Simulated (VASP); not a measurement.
Nb3Pd, 4 atoms in the cell. Symmetry: Cmmm, No. 65, orthorhombic system. Conventional cell: a = 3.491 Å, b = 4.493 Å, c = 9.196 Å, α = 90.00°, β = 90.00°, γ = 90.00°. Within 3.7 Å of Pd (site symmetry mmm) lie 8 Nb at 2.81 to 3.15 Å and 6 Pd at 2.84 to 3.49 Å. Within 3.7 Å of Nb (site symmetry mm2) lie 4 Pd at 2.81 to 3.15 Å and 10 Nb at 2.84 to 3.49 Å. Nb (site symmetry mmm) has 14 Nb at 2.84 to 3.49 Å within 3.7 Å. 

```yaml
Program: VASP 6.6.1
Task: single point
Functional: PBEsol
Potentials_or_basis: VASP PAW PBE potentials, release 64 (Pd, Nb_sv)
Cutoff: 520 eV
k_mesh: 10 × 10 × 3
Occupations: fermi-dirac, width 0.05 eV
Spin: no spin polarisation
Dipole_correction: no
Further_INCAR_settings: ALGO = Fast; EDIFF = 1e-07; NBANDS = 32
```

Potentials or basis: VASP PAW PBE potentials, release 64 (Pd, Nb_sv).

Launch:

```bash
$ cat potpaw_PBE.64/Pd/POTCAR potpaw_PBE.64/Nb_sv/POTCAR > POTCAR
$ mpirun -np 1 vasp_std > vasp.out
```

Hardware: 1 thread of Intel(R) Xeon(R) Platinum 8488C (Sapphire Rapids), with other jobs on the host.

Question: How long does it take, and how much memory?

Answer: It took 7.8 min on 1 thread of Intel(R) Xeon(R) Platinum 8488C (Sapphire Rapids), with other jobs on the host, peak memory 0.27 GiB. Counts: scf iterations 45, k points 62.
